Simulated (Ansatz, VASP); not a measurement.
**One calculation of SnO, two programs**

```
Sn O
1.0
     3.80200    0.01901    0.01901
     0.01901    3.80200    0.01901
     0.02418    0.02418    4.83600
Sn O
2 2
Direct
  0.00000 0.50000 0.23850
  0.50000 0.00000 0.76150
  0.00000 0.00000 0.00000
  0.50000 0.50000 0.00000
```

Change from the starting cell: equal xy, yz and zx shear strains of +1 %, crystal datasets.

Alike in both runs: task electric field gradients; functional PBEsol; k mesh 8 × 8 × 6; occupations fermi-dirac, width 0.01 eV; no spin polarisation.

|  | VASP | Ansatz |
| --- | --- | --- |
| version | VASP 6.6.1 | Ansatz 0.2.0 |
| potentials or method | VASP PAW PBE potentials, release 64 (Sn_d, O), cutoff 520 eV | all-electron PAW with datasets made for the crystal, scalar-relativistic |

Ansatz gave:

* pressure (GPa): -0.1
* traceless stress, the component that is largest in VASP (GPa): -0.82
* rms of the force components (eV/Å): 0.047
* size of Vzz on the site where it differs most (V/Å²): 169.4

Q: Which values does VASP return?

A: Pressure (GPa): 0.2; traceless stress, the component that is largest in VASP (GPa): -0.82; rms of the force components (eV/Å): 0.074; size of Vzz on the site where it differs most (V/Å²): 162.1.

VASP's potentials were made for PBE, not for PBEsol. Atom by atom the forces differ by 0.035 eV/Å (rms over components). Ansatz ran all-electron here, and VASP with PAW potentials.
